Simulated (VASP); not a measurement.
# Os (P6/mmm) in VASP: notebook, part 2 of 2

VASP 6.6.1. Earlier steps stand in the parts before.

## 3. Single point, LDA (12.38 Å³/atom)

This run uses another cell than the first one, of 12.38 Å³/atom.

Contents of INCAR:

```
SYSTEM = Os
  PREC = Accurate
  ENCUT = 560
  EDIFF = 1E-6
  ISMEAR = -1
  SIGMA = 0.1
  LREAL = .False.
  LASPH = .True.
  NELM = 120
  ALGO = Normal
  ISIF = 2
  LWAVE = .False.
  LCHARG = .False.
  NBANDS = 31
  GGA_COMPAT = .False.
```

Contents of KPOINTS:

```
Automatic mesh
0
Gamma
  10 10 13
  0 0 0
```

Contents of POSCAR:

```
Os
1.0
    4.0876362584      0.0000000000      0.0000000000
   -2.0438181292      3.5399968412      0.0000000000
    0.0000000000      0.0000000000      2.5675524316
Os
3
Direct
    1.0000000000      0.0000000000      1.0000000000
    0.3333333333      0.6666666667      0.5000000000
    0.6666666667      0.3333333333      0.5000000000
```

Potentials or basis: VASP PAW LDA potentials, release 64 (Os_sv_GW).

Started as:

```bash
$ cat potpaw_LDA.64/Os_sv_GW/POTCAR > POTCAR
$ mpirun -np 1 vasp_std > vasp.out
```

OUTCAR:

```text
SYSTEM = Os
   PREC = Accurate
   ENCUT = 560
   EDIFF = 1E-6
   ISMEAR = -1
   LREAL = .False.
   LASPH = .True.
   NELM = 120
   ISIF = 2

 ion  position               nearest neighbor table
   1  0.000  0.000  0.000-   2 2.69   3 2.69   2 2.69   3 2.69   2 2.69   2 2.69   3 2.69   3 2.69
                             3 2.69   3 2.69   2 2.69   2 2.69
   2  0.333  0.667  0.500-   3 2.36   3 2.36   3 2.36   1 2.69   1 2.69   1 2.69   1 2.69   1 2.69
                             1 2.69
   3  0.667  0.333  0.500-   2 2.36   2 2.36   2 2.36   1 2.69   1 2.69   1 2.69   1 2.69   1 2.69
                             1 2.69

  LATTYP: Found a hexagonal cell.
 ALAT       =     4.0876362584
 C/A-ratio  =     0.6281264450

  Lattice vectors:

 A1 = (   4.0876362584,   0.0000000000,   0.0000000000)
 A2 = (  -2.0438181292,   3.5399968412,   0.0000000000)
 A3 = (   0.0000000000,   0.0000000000,   2.5675524316)

Analysis of symmetry for initial positions (statically):
=====================================================================
 Subroutine PRICEL returns:
 Original cell was already a primitive cell.

 Routine SETGRP: Setting up the symmetry group for a
 hexagonal supercell.

[... 168 lines left out ...]
 E-fermi :  16.2294     XC(G=0): -15.5642

 val. band max:       16.2280643571   @ k =   0.1000   0.1000   0.1538
 cond. band min:      16.2586332281   @ k =   0.3000   0.2000   0.2308
 fundamental gap:      0.0305688710
 Fermi energy:        16.2293964929

 k-point     1 :       0.0000    0.0000    0.0000
  band No.  band energies     occupation
      1     -70.4048      2.00000
      2     -70.2324      2.00000
      3     -70.0582      2.00000
      4     -30.7427      2.00000
      5     -30.7427      2.00000
      6     -30.2721      2.00000
[... 805 lines left out ...]
     30      19.8301      0.00000
     31      27.6805      0.00000

 [... further k-points ...]

------------------------ aborting loop because EDIFF is reached ----------------------------------------

  FORCE on cell =-STRESS in cart. coord.  units (eV):
  Direction    XX          YY          ZZ          XY          YZ          ZX
  --------------------------------------------------------------------------------------
  -------------------------------------------------------------------------------------
  Total       17.8969101     17.8969101     15.6426921      0.0000000      0.0000000      0.0000000
  in kB      771.7812098    771.7812098    674.5709592      0.0000000      0.0000000      0.0000000
  external PRESSURE =     739.3777929 kB  Pullay stress =       0.0000000 kB

 VOLUME and BASIS-vectors are now :
 -----------------------------------------------------------------------------
  energy-cutoff  :      560.00
  volume of cell :       37.15
      direct lattice vectors                 reciprocal lattice vectors
     4.087636258  0.000000000  0.000000000     0.244640163  0.141243064  0.000000000
    -2.043818129  3.539996841  0.000000000     0.000000000  0.282486128  0.000000000
     0.000000000  0.000000000  2.567552432     0.000000000  0.000000000  0.389475980

 POSITION                                       TOTAL-FORCE (eV/Angst)
 -----------------------------------------------------------------------------------
      0.00000      0.00000      0.00000        -0.000000      0.000000      0.000000
     -0.00000      2.36000      1.28378         0.000000      0.000000      0.000000
      2.04382      1.18000      1.28378        -0.000000      0.000000      0.000000
 -----------------------------------------------------------------------------------
    total drift:                               -0.000000      0.000000      0.000000

  FREE ENERGIE OF THE ION-ELECTRON SYSTEM (eV)
  ---------------------------------------------------
  free  energy   TOTEN  =       -39.2380900214 eV

  energy  without entropy=      -39.1824784100  energy(sigma->0) =      -39.21028422
```

stdout:

```text
POSCAR found type information on POSCAR Os
 POSCAR found :  1 types and       3 ions
 scaLAPACK will be used
 LDA part: xc-table for (Slater(with rela. corr.)+CA(PZ))
 , standard interpolation
 POSCAR, INCAR and KPOINTS ok, starting setup
 FFT: planning ... GRIDC
 FFT: planning ... GRID_SOFT
 FFT: planning ... GRID
 WAVECAR not read
 entering main loop
```

Run time: 47 s. Hardware: 1 thread of Intel Xeon Platinum 8559C (Emerald Rapids), shared host; peak memory 0.21 GiB.

Results:

```
Free energy            : -39.2381 eV
Pressure               : 73.9 GPa
Band gap on the k mesh : zero (bands 24 and 25 overlap by 3.35 eV)
```

Caveat: the stress differs along the axes, from 67 to 77 GPa; spin-orbit coupling is left out, which moves the levels of the heavy elements.

## 4. Single point, LDA (12.95 Å³/atom)

This run uses another cell than the first one, of 12.95 Å³/atom.

Contents of INCAR:

```
ALGO = Normal
EDIFF = 1E-6
ENCUT = 560
GGA_COMPAT = F
ISIF = 2
ISMEAR = -1
LASPH = T
LCHARG = T
LELF = T
LREAL = F
LVHAR = T
LWAVE = F
NBANDS = 31
NELM = 120
PREC = Accurate
SIGMA = 0.1
```

Contents of KPOINTS:

```
k-points
0
Gamma
  10 10 13
```

Contents of POSCAR:

```
Os
1.0
    4.1486547507      0.0000000000      0.0000000000
   -2.0743273754      3.5928404057      0.0000000000
    0.0000000000      0.0000000000      2.6058797603
Os
3
Direct
    1.0000000000      0.0000000000      1.0000000000
    0.3333333333      0.6666666667      0.5000000000
    0.6666666667      0.3333333333      0.5000000000
```

Started as:

```bash
$ cat potpaw_LDA.64/Os_sv_GW/POTCAR > POTCAR
$ mpirun -np 1 vasp_std > vasp.out
```

It took 38 s on 1 thread of Intel Xeon 6975P-C (Granite Rapids), shared host; peak memory 0.21 GiB.

It converged, with:

- Free energy: -39.8720 eV
- Pressure: 43.6 GPa
- Band gap on the k mesh: zero (bands 24 and 25 overlap by 3.10 eV)

Stress tensor (GPa, compression positive):
```
45.50  0.00  0.00
 0.00 45.50  0.00
 0.00  0.00 39.90
```

Levels at points of the mesh, in eV from the Fermi level:
```csv
k point,band 21,band 22,band 23,band 24,band 25,band 26,band 27,band 28
"(0.00, 0.00, 0.00)",-2.82,-2.82,-1.87,-1.87,-1.81,-1.81,2.91,2.91
"(0.50, 0.00, 0.00)",-3.53,-1.52,-1.49,0.21,0.44,1.46,1.50,1.57
```

Caveat: the stress differs along the axes, from 40 to 46 GPa; spin-orbit coupling is left out, which moves the levels of the heavy elements.

## 5. Summary

| cell | gap on the mesh (eV) | pressure (GPa) |
| --- | --- | --- |
| a = 4.208, b = 4.208, c = 2.643 Å, angles 90.0, 90.0, 120.0°, 3 atoms | none | 19.6 |
| a = 4.088, b = 4.088, c = 2.568 Å, angles 90.0, 90.0, 120.0°, 3 atoms | none | 73.9 |
| a = 4.149, b = 4.149, c = 2.606 Å, angles 90.0, 90.0, 120.0°, 3 atoms | none | 43.6 |

Alike in all rows: task single point; level LDA; potentials or basis VASP PAW LDA potentials, release 64 (Os_sv_GW); no spin polarisation; k mesh 10 × 10 × 13; cutoff (eV) 560; smearing fermi-dirac 0.1 eV.

Caveats: spin-orbit coupling is left out, which moves the levels of the heavy elements; the cell stands under pressure (at least some runs); the stress differs along the axes, from 67 to 77 GPa (at least some runs); the stress differs along the axes, from 40 to 46 GPa (at least some runs).

Absolute energies hang on the potentials; compare differences alone.

The gap in the log of VASP goes by the Fermi energy; the results here count the filled bands.